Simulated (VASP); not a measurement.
Set up this calculation in VASP 6.6.1, as the native input.

```yaml
Task: single point
Functional: HSE06
Potentials_or_basis: VASP PAW PBE potentials, release 64 (Mo_sv)
Cutoff: 400 eV
k_mesh: 6 × 6 × 6
Occupations: methfessel-paxton, width 0.05 eV
Spin: no spin polarisation
Dipole_correction: no
Grid_for_exact_exchange_PRECFOCK: Normal
Further_INCAR_settings: ALGO = Normal; EDIFF = 1e-06; NBANDS = 13
Share_of_exact_exchange: 0.25
Screening_parameter: 0.2079 1/Å
```

Mo:

```xyz
1
Lattice="-1.5838 1.5838 1.5838 1.5838 -1.5838 1.5838 1.5838 1.5838 -1.5838" Properties=species:S:1:pos:R:3 pbc="T T T"
Mo    0.0000    0.0000    0.0000
```

The input as run:

POSCAR

```
Mo
1.0
   -1.5838089719      1.5838089719      1.5838089719
    1.5838089719     -1.5838089719      1.5838089719
    1.5838089719      1.5838089719     -1.5838089719
Mo
1
Direct
    0.0000000000      0.0000000000      0.0000000000
```

INCAR.step1

```
SYSTEM = Mo
PREC     = Accurate       ! precision mode
ENCUT    = 400            ! plane-wave cutoff, eV
EDIFF    = 1E-5           ! SCF threshold, eV
ISMEAR   = 1              ! smearing method
SIGMA    = 0.05           ! smearing width, eV
LREAL    = .False.        ! projectors in reciprocal space
LASPH    = .True.         ! aspherical terms in the spheres
NELM     = 120            ! most SCF steps
ALGO     = Normal         ! electronic algorithm
ISIF     = 2              ! what is computed and relaxed
LWAVE    = .True.         ! write WAVECAR
LCHARG   = .False.        ! write CHGCAR
GGA      = PE             ! functional
NBANDS   = 13             ! bands
GGA_COMPAT= .False.
```

INCAR.step2

```
SYSTEM = Mo
PREC     = Accurate       ! precision mode
ENCUT    = 400            ! plane-wave cutoff, eV
EDIFF    = 1E-6           ! SCF threshold, eV
ISMEAR   = 1              ! smearing method
SIGMA    = 0.05           ! smearing width, eV
LREAL    = .False.        ! projectors in reciprocal space
LASPH    = .True.         ! aspherical terms in the spheres
NELM     = 120            ! most SCF steps
ALGO     = Normal         ! electronic algorithm
ISIF     = 2              ! what is computed and relaxed
LWAVE    = .False.        ! write WAVECAR
LCHARG   = .False.        ! write CHGCAR
GGA      = PE             ! functional
LHFCALC  = .True.         ! exact exchange
HFSCREEN = 0.2079         ! screening, 1/A
PRECFOCK = Normal       
ISTART   = 1            
NBANDS   = 13             ! bands
GGA_COMPAT= .False.
```

KPOINTS

```
regular mesh
0
Gamma
  6 6 6
  0 0 0
```

Potentials or basis: VASP PAW PBE potentials, release 64 (Mo_sv).

Launch:

```sh
$ cat potpaw_PBE.64/Mo_sv/POTCAR > POTCAR
$ cp INCAR.step1 INCAR
$ mpirun -np 1 vasp_std > vasp.out
$ cp INCAR.step2 INCAR
$ mpirun -np 1 vasp_std > vasp.out
```

It gave:

* Pressure: -9.7 GPa
* Band gap on the k mesh: zero (bands 7 and 8 overlap by 6.23 eV)

Caveat: the k points lie up to 0.47 Å⁻¹ apart, too coarse for converged energies and pressures of a metal; the PAW data sets were made with another functional, which shifts forces and pressure a little.

It took 5 min on 1 thread of AMD EPYC 7R13 Processor (Zen 3) (shared host), peak memory 0.19 GiB.
